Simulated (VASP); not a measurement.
Crystal: Cl.

```
Cl
1.0
     0.00000    2.23500    2.23500
     2.23500    0.00000    2.23500
     2.23500    2.23500    0.00000
Cl
1
Direct
  0.00000 0.00000 0.00000
```

* Program: VASP 6.6.1
* Task: relaxation of cell and atoms
* Functional: r2SCAN
* Potentials or basis: VASP PAW PBE potentials, release 64 (Cl)
* Cutoff: 550 eV
* k mesh: 9 × 9 × 9
* Occupations: fermi-dirac, width 0.05 eV
* Spin: no spin polarisation

At the start: pressure -2.5 GPa; volume 22.33 Å³/atom.

Task: Where does the relaxation end?

Result: Over 3 steps the energy falls by 14.2 meV/atom and the volume is 20.67 Å³/atom (-7.4 %); space group Fm-3m (No. 225, to 0.1 Å) before and after.

The path:
| step | energy change (eV) | largest force (eV/Å) | pressure (GPa) | volume (Å³) |
| --- | --- | --- | --- | --- |
| 1 | 0.0000 | 0.0000 | -2.49 | 22.33 |
| 2 | -0.0124 | 0.0000 | -1.01 | 21.22 |
| 3 | -0.0142 | 0.0000 | -0.06 | 20.67 |

Final structure:
```yaml
crystal:
  lattice:
    - [0.00000, 2.17837, 2.17837]
    - [2.17837, 0.00000, 2.17837]
    - [2.17837, 2.17837, 0.00000]
  atoms:
    - { symbol: Cl, position: [0.00000, 0.00000, 0.00000] }
```

Caveat: the PAW data sets were made with another functional, which shifts forces and pressure a little; an odd number of electrons without spin polarisation forces a metal; a magnetic or distorted state may lie lower.
